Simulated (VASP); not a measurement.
**MgO: single point with r2SCAN**

Crystal: MgO.

```xyz
2
Lattice="2.9389 0.0000 0.0000 -1.4695 2.5452 0.0000 0.0000 0.0000 2.6805" Properties=species:S:1:pos:R:3 pbc="T T T"
Mg    0.0000    0.0000    0.0000
O     0.0000    1.6968    1.3403
```

This cell differs from its parent crystal: strained.

```
Program                : VASP 6.6.1
Task                   : single point
Functional             : r2SCAN
Potentials or basis    : VASP PAW PBE potentials, release 64 (Mg_sv, O)
Cutoff                 : 750 eV
k mesh                 : 12 × 12 × 10
Occupations            : gaussian, width 0.02 eV
Spin                   : no spin polarisation
Dipole correction      : no
Mended                 : yes
Further INCAR settings : ALGO = Normal; EDIFF = 1e-06; NBANDS = 15
```

| Property | Result |
| --- | --- |
| Pressure | -5.8 GPa |
| Band gap on the k mesh | 3.80 eV (least direct gap 4.21 eV) |

Stress tensor (GPa, compression positive):
```
-5.53  0.00  0.00
 0.00 -5.53  0.00
 0.00  0.00 -6.27
```

Levels at points of the mesh, in eV from the valence-band top:
```csv
k point,band 5,band 6,band 7,band 8,band 9,band 10,band 11,band 12
"(0.00, 0.00, 0.00)",-18.38,-0.62,-0.62,-0.41,3.80,12.90,16.63,16.63
"(0.50, 0.00, 0.00)",-17.36,-4.87,-1.35,-0.05,7.43,11.66,14.16,19.14
"(0.00, 0.00, 0.50)",-17.31,-5.33,-0.10,-0.10,9.20,9.94,18.61,18.61
"(0.50, 0.00, 0.50)",-16.63,-3.75,-3.39,-0.85,6.65,12.41,15.28,16.10
```

Run time: 2.1 min on 1 thread of Intel(R) Xeon(R) Platinum 8559C (Emerald Rapids), with other jobs on the host, peak memory 0.19 GiB.

Caveat: the cell differs from its parent crystal (strained); the cell stands under tension; the PAW data sets were made with another functional, which shifts forces and pressure a little. A k mesh can miss the band edges.
